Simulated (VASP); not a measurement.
CaSe, 2 atoms in the cell. It takes space group Fm-3m (No. 225, cubic). The conventional cell has a = 5.869 Å, b = 5.869 Å, c = 5.869 Å, α = 90.00°, β = 90.00°, γ = 90.00°. Ca (site symmetry m-3m) has 6 Se at 2.93 Å within 3.9 Å. Within 3.9 Å of Se (site symmetry m-3m) lie 6 Ca at 2.93 Å. 

| Property | Result |
| --- | --- |
| Program | VASP 6.6.1 |
| Task | single point |
| Functional | PBEsol |
| Potentials or basis | VASP PAW PBE potentials, release 64 (Ca_sv, Se) |
| Cutoff | 520 eV |
| k mesh | 10 × 10 × 10 |
| Occupations | gaussian, width 0.05 eV |
| Spin | no spin polarisation |
| Dipole correction | no |
| Further INCAR settings | ALGO = Normal; EDIFF = 1e-06; NBANDS = 15 |

Potentials or basis: VASP PAW PBE potentials, release 64 (Ca_sv, Se).

Launch:

```bash
$ cat potpaw_PBE.64/Ca_sv/POTCAR potpaw_PBE.64/Se/POTCAR > POTCAR
$ mpirun -np 1 vasp_std > vasp.out
```

Hardware: 1 thread of Intel(R) Xeon(R) Platinum 8259CL CPU @ 2.50GHz (Skylake/Cascade Lake), with other jobs on the host.

Question: How long does it take, and how much memory?

Answer: It took 24 s on 1 thread of Intel(R) Xeon(R) Platinum 8259CL CPU @ 2.50GHz (Skylake/Cascade Lake), with other jobs on the host, peak memory 0.19 GiB. Counts: scf iterations 12, k points 47.
